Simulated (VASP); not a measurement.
# SnTe (F-43m) in VASP: single point with PBEsol

Aim: the single point of SnTe with PBEsol.

Program: VASP 6.6.1. These are calculated values, not measurements. Logs are shortened: lines on timing, memory, paths and dates and some standing lists are left out, and cuts for length are marked.

**1. The cell of the first run**

Symmetry: F-43m, No. 216, cubic system. Conventional cell: a = 7.222 Å, b = 7.222 Å, c = 7.222 Å, α = 90.00°, β = 90.00°, γ = 90.00°. Within 4.1 Å of Sn (site symmetry -43m) lie 4 Te at 3.13 Å. Te (site symmetry -43m) has 4 Sn at 3.13 Å within 4.1 Å.

**2. Single point, PBEsol**

INCAR reads:

```
PREC = Accurate ; ENCUT = 500
EDIFF = 1E-6 ; ISMEAR = 0
SIGMA = 0.01 ; LREAL = False
LASPH = True ; NELM = 120
ALGO = Normal ; ISIF = 2
LWAVE = False ; LCHARG = True
GGA = PS ; LELF = True
LVHAR = True ; NBANDS = 17
GGA_COMPAT = False
```

KPOINTS reads:

```
regular mesh
0
Gamma
  5 5 5
```

POSCAR reads:

```
SnTe
1.0
    0.0000000000      3.6111460000      3.6111460000
    3.6111460000      0.0000000000      3.6111460000
    3.6111460000      3.6111460000      0.0000000000
Sn Te
1 1
Direct
    0.0000000000      0.0000000000      0.0000000000
    0.2500000000      0.2500000000      0.2500000000
```

Potentials or basis: VASP PAW PBE potentials, release 64 (Sn_d, Te).

Run with:

```
$ cat potpaw_PBE.64/Sn_d/POTCAR potpaw_PBE.64/Te/POTCAR > POTCAR
$ mpirun -np 1 vasp_std > vasp.out
```

OUTCAR:

```text
PREC = Accurate
   ENCUT = 500
   EDIFF = 1E-6
   ISMEAR = 0
   LREAL = False
   LASPH = True
   NELM = 120
   ISIF = 2
   GGA = PS

 ion  position               nearest neighbor table
   1  0.000  0.000  0.000-   2 3.13   2 3.13   2 3.13   2 3.13
   2  0.250  0.250  0.250-   1 3.13   1 3.13   1 3.13   1 3.13

  LATTYP: Found a face centered cubic cell.
 ALAT       =     7.2222920000

  Lattice vectors:

 A1 = (   0.0000000000,   3.6111460000,   3.6111460000)
 A2 = (   3.6111460000,   0.0000000000,   3.6111460000)
 A3 = (   3.6111460000,   3.6111460000,   0.0000000000)

Analysis of symmetry for initial positions (statically):
=====================================================================
 Subroutine PRICEL returns:
 Original cell was already a primitive cell.

 Routine SETGRP: Setting up the symmetry group for a
 face centered cubic supercell.

 Subroutine GETGRP returns: Found 24 space group operations
 (whereof 24 operations were pure point group operations)
 out of a pool of 48 trial point group operations.

The static configuration has the point symmetry T_d .

Analysis of symmetry for dynamics (positions and initial velocities):
=====================================================================
 Subroutine PRICEL returns:
 Original cell was already a primitive cell.

 Routine SETGRP: Setting up the symmetry group for a
 face centered cubic supercell.

 Subroutine GETGRP returns: Found 24 space group operations
 (whereof 24 operations were pure point group operations)
 out of a pool of 48 trial point group operations.

The dynamic configuration has the point symmetry T_d .

 Subroutine INISYM returns: Found 24 space group operations
 (whereof 24 operations are pure point group operations),
 and found     1 'primitive' translations

----------------------------------------------------------------------------------------

                                     Primitive cell

  volume of cell :      94.1814

  direct lattice vectors                    reciprocal lattice vectors
     0.000000000  3.611146000  3.611146000    -0.138460201  0.138460201  0.138460201
     3.611146000  0.000000000  3.611146000     0.138460201 -0.138460201  0.138460201
     3.611146000  3.611146000  0.000000000     0.138460201  0.138460201 -0.138460201

  length of vectors
     5.106931649  5.106931649  5.106931649     0.239820102  0.239820102  0.239820102

  position of ions in fractional coordinates (direct lattice)
     0.000000000  0.000000000  0.000000000
     0.250000000  0.250000000  0.250000000

  ion indices of the primitive-cell ions
   primitive index   ion index
                 1           1
                 2           2

----------------------------------------------------------------------------------------

 KPOINTS: regular mesh

Automatic generation of k-mesh.
 Grid dimensions read from file:
 generate k-points for:    5    5    5

 Generating k-lattice:

  Cartesian coordinates                     Fractional coordinates (reciprocal lattice)
    -0.027692040  0.027692040  0.027692040     0.200000000  0.000000000  0.000000000
     0.027692040 -0.027692040  0.027692040     0.000000000  0.200000000  0.000000000
     0.027692040  0.027692040 -0.027692040     0.000000000  0.000000000  0.200000000

  Length of vectors
     0.047964020  0.047964020  0.047964020

  Shift w.r.t. Gamma in fractional coordinates (k-lattice)
     0.000000000  0.000000000  0.000000000

 Subroutine IBZKPT returns following result:
 ===========================================

 Found     10 irreducible k-points:

 Following reciprocal coordinates:
            Coordinates               Weight
  0.000000  0.000000  0.000000      1.000000
  0.200000  0.000000  0.000000      8.000000
  0.400000  0.000000  0.000000      8.000000
  0.200000  0.200000  0.000000      6.000000
  0.400000  0.200000  0.000000     24.000000
 -0.400000  0.200000  0.000000     24.000000
 -0.200000  0.200000  0.000000     12.000000
  0.400000  0.400000  0.000000      6.000000
 -0.400000  0.400000  0.000000     12.000000
 -0.400000  0.400000  0.200000     24.000000
   k-points           NKPTS =     10   k-points in BZ     NKDIM =     10   number of bands    NBANDS=     17
   number of dos      NEDOS =    301   number of ions     NIONS =      2
   total plane-waves  NPLWV =  64000
   dimension x,y,z NGX =    40 NGY =   40 NGZ =   40
   dimension x,y,z NGXF=    80 NGYF=   80 NGZF=   80
   ions per type =               1   1
   NGX,Y,Z   is equivalent  to a cutoff of  13.02, 13.02, 13.02 a.u.
   NGXF,Y,Z  is equivalent  to a cutoff of  26.04, 26.04, 26.04 a.u.
 SYSTEM =  unknown system
   PREC   = accura    normal or accurate (medium, high low for compatibility)
   ISTART =      0    job   : 0-new  1-cont  2-samecut
   ICHARG =      2    charge: 1-file 2-atom 10-const
   ISPIN  =      1    spin polarized calculation?
   LNONCOLLINEAR =      F non collinear calculations
   LSORBIT =      F    spin-orbit coupling
   LASPH  =      T    aspherical Exc in radial PAW
   ENCUT  =  500.0 eV  36.75 Ry    6.06 a.u.   9.31  9.31  9.31*2*pi/ulx,y,z
   NELM   =    120;   NELMIN=  2; NELMDL= -5     # of ELM steps
   EDIFF  = 0.1E-05   stopping-criterion for ELM
   LREAL  =      F    real-space projection
   EDIFFG = 0.1E-04   stopping-criterion for IOM
   NSW    =      0    number of steps for IOM
   IBRION =     -1    ionic relax: 0-MD 1-quasi-New 2-CG
   NFREE  =      0    steps in history (QN), initial steepest desc. (CG)
   ISIF   =      2    stress and relaxation
   ISYM   =      2    0-nonsym 1-usesym 2-fastsym
   POTIM  = 0.5000    time-step for ionic-motion
   TEBEG  =    0.0;   TEEND  =   0.0 temperature during run
   PSTRESS=    0.0 pullay stress
   NELECT =      20.0000    total number of electrons
   NUPDOWN=      -1.0000    fix difference up-down
   EMIN   =  10.00;   EMAX   =-10.00  energy-range for DOS
   EFERMI =   0.00;   METHOD = LEGACY
   ISMEAR =     0;   SIGMA  =   0.01  broadening in eV -4-tet -1-fermi 0-gaus
   EFERMI_NEDOS =   21; number of points for ismear=-14 and -15
   IALGO  =     38    algorithm
   IMIX   =      4    mixing-type and parameters
     AMIX     =   0.40;   BMIX     =  1.00
     AMIX_MAG =   1.60;   BMIX_MAG =  1.00
  volume/ion in A,a.u.               =      47.09       317.78
  Fermi-wavevector in a.u.,A,eV,Ry     =   0.976704  1.845704 12.979296  0.953951
  Thomas-Fermi vector in A             =   2.107344
   LORBIT       =      0    0 simple, 1 ext, 2 COOP (PROOUT), +10 PAW based schemes
   GGA     = PS    functional components
   LHFCALC =     F    Hartree Fock is set to
   AEXX    =    0.0000 exact exchange contribution
   IVDW    =     0    specifies the selected vdW correction
   LEPSILON=     F    determine dielectric tensor
   LRPA    =     F    only Hartree local field effects (RPA)
 non-spin polarized calculation
 Gauss-broadening in eV      SIGMA  =   0.01
  energy-cutoff  :      500.00
  volume of cell :       94.18
 maximum number of plane-waves:      2421
 NGX is ok and might be reduce to    40
   NGX = 19   NGY = 19   NGZ = 19

 number of electron      19.9999999 magnetization

 Free energy of the ion-electron system (eV)
  ---------------------------------------------------
  ext. energy  EPLUGINS =         0.00000000
  ---------------------------------------------------
  free energy    TOTEN  =        -7.60175487 eV

  energy without entropy =       -7.60175487  energy(sigma->0) =       -7.60175487

 E-fermi :   2.8378     XC(G=0):  -7.6269

 val. band max:        2.7903280320   @ k =  -0.4000   0.4000   0.2000
 cond. band min:       3.1528360411   @ k =   0.4000   0.4000   0.0000
 fundamental gap:      0.3625080091
 Fermi energy:         2.8378276104

 k-point     1 :       0.0000    0.0000    0.0000
  band No.  band energies     occupation
      1     -18.6582      2.00000
      2     -18.6582      2.00000
      3     -18.6582      2.00000
      4     -18.6489      2.00000
      5     -18.6489      2.00000
      6      -8.5054      2.00000
[... 9 lines left out ...]
     16       9.4610      0.00000
     17      10.5679      0.00000

 k-point     2 :       0.2000    0.0000    0.0000
  band No.  band energies     occupation
      1     -18.6586      2.00000
      2     -18.6577      2.00000
      3     -18.6577      2.00000
      4     -18.6489      2.00000
      5     -18.6489      2.00000
      6      -8.3438      2.00000
[... 9 lines left out ...]
     16       8.8776      0.00000
     17      10.0328      0.00000

 k-point     3 :       0.4000    0.0000    0.0000
  band No.  band energies     occupation
      1     -18.6593      2.00000
      2     -18.6569      2.00000
      3     -18.6569      2.00000
      4     -18.6488      2.00000
      5     -18.6488      2.00000
      6      -8.0284      2.00000
[... 9 lines left out ...]
     16       9.4217      0.00000
     17       9.9345      0.00000

 k-point     4 :       0.2000    0.2000    0.0000
  band No.  band energies     occupation
      1     -18.6594      2.00000
      2     -18.6572      2.00000
      3     -18.6572      2.00000
      4     -18.6492      2.00000
      5     -18.6486      2.00000
      6      -8.2875      2.00000
[... 9 lines left out ...]
     16       9.8507      0.00000
     17      11.3813      0.00000

 k-point     5 :       0.4000    0.2000    0.0000
  band No.  band energies     occupation
      1     -18.6600      2.00000
      2     -18.6566      2.00000
      3     -18.6564      2.00000
      4     -18.6492      2.00000
      5     -18.6485      2.00000
      6      -8.0090      2.00000
[... 9 lines left out ...]
     16      10.1877      0.00000
     17      10.9212      0.00000

 k-point     6 :      -0.4000    0.2000    0.0000
  band No.  band energies     occupation
      1     -18.6598      2.00000
      2     -18.6565      2.00000
      3     -18.6564      2.00000
      4     -18.6489      2.00000
      5     -18.6487      2.00000
      6      -7.8812      2.00000
[... 9 lines left out ...]
     16       9.7070      0.00000
     17      10.6824      0.00000

 k-point     7 :      -0.2000    0.2000    0.0000
  band No.  band energies     occupation
      1     -18.6593      2.00000
      2     -18.6571      2.00000
      3     -18.6569      2.00000
      4     -18.6490      2.00000
      5     -18.6487      2.00000
      6      -8.1205      2.00000
[... 9 lines left out ...]
     16       9.2759      0.00000
     17      11.2958      0.00000

 k-point     8 :       0.4000    0.4000    0.0000
  band No.  band energies     occupation
      1     -18.6613      2.00000
      2     -18.6556      2.00000
      3     -18.6556      2.00000
      4     -18.6496      2.00000
      5     -18.6482      2.00000
      6      -7.8410      2.00000
[... 9 lines left out ...]
     16      10.9743      0.00000
     17      11.6798      0.00000

 k-point     9 :      -0.4000    0.4000    0.0000
  band No.  band energies     occupation
      1     -18.6610      2.00000
      2     -18.6557      2.00000
      3     -18.6556      2.00000
      4     -18.6494      2.00000
      5     -18.6483      2.00000
      6      -7.7525      2.00000
[... 9 lines left out ...]
     16       9.9688      0.00000
     17      12.2616      0.00000

 k-point    10 :      -0.4000    0.4000    0.2000
  band No.  band energies     occupation
      1     -18.6604      2.00000
      2     -18.6564      2.00000
      3     -18.6556      2.00000
      4     -18.6492      2.00000
      5     -18.6485      2.00000
      6      -7.8046      2.00000
[... 9 lines left out ...]
     16      10.5392      0.00000
     17      11.5963      0.00000

------------------------ aborting loop because EDIFF is reached ----------------------------------------

  FORCE on cell =-STRESS in cart. coord.  units (eV):
  Direction    XX          YY          ZZ          XY          YZ          ZX
  --------------------------------------------------------------------------------------
  -------------------------------------------------------------------------------------
  Total       -0.8070169     -0.8070169     -0.8070169     -0.0000000     -0.0000000      0.0000000
  in kB      -13.7286572    -13.7286572    -13.7286572     -0.0000000     -0.0000000      0.0000000
  external PRESSURE =     -13.7286572 kB  Pullay stress =       0.0000000 kB

 VOLUME and BASIS-vectors are now :
 -----------------------------------------------------------------------------
  energy-cutoff  :      500.00
  volume of cell :       94.18
      direct lattice vectors                 reciprocal lattice vectors
     0.000000000  3.611146000  3.611146000    -0.138460201  0.138460201  0.138460201
     3.611146000  0.000000000  3.611146000     0.138460201 -0.138460201  0.138460201
     3.611146000  3.611146000  0.000000000     0.138460201  0.138460201 -0.138460201

 POSITION                                       TOTAL-FORCE (eV/Angst)
 -----------------------------------------------------------------------------------
      0.00000      0.00000      0.00000        -0.000000      0.000000      0.000000
      1.80557      1.80557      1.80557         0.000000     -0.000000     -0.000000
 -----------------------------------------------------------------------------------
    total drift:                               -0.000000     -0.000000     -0.000000

  FREE ENERGIE OF THE ION-ELECTRON SYSTEM (eV)
  ---------------------------------------------------
  free  energy   TOTEN  =        -7.6017548690 eV

  energy  without entropy=       -7.6017548690  energy(sigma->0) =       -7.60175487
```

Wall time 15 s (1 thread of AMD EPYC 7R13 (Zen 3), shared host); peak memory 0.21 GiB.

Results:

```yaml
Free_energy: -7.6018 eV
Pressure: -1.4 GPa
Band_gap_on_the_k_mesh: 0.36 eV (least direct gap 0.81 eV)
```

Caveat: the PAW data sets were made with another functional, which shifts forces and pressure a little; spin-orbit coupling is left out, which moves the levels of the heavy elements; an odd mesh through Γ misses points on the zone boundary, where band edges can lie.
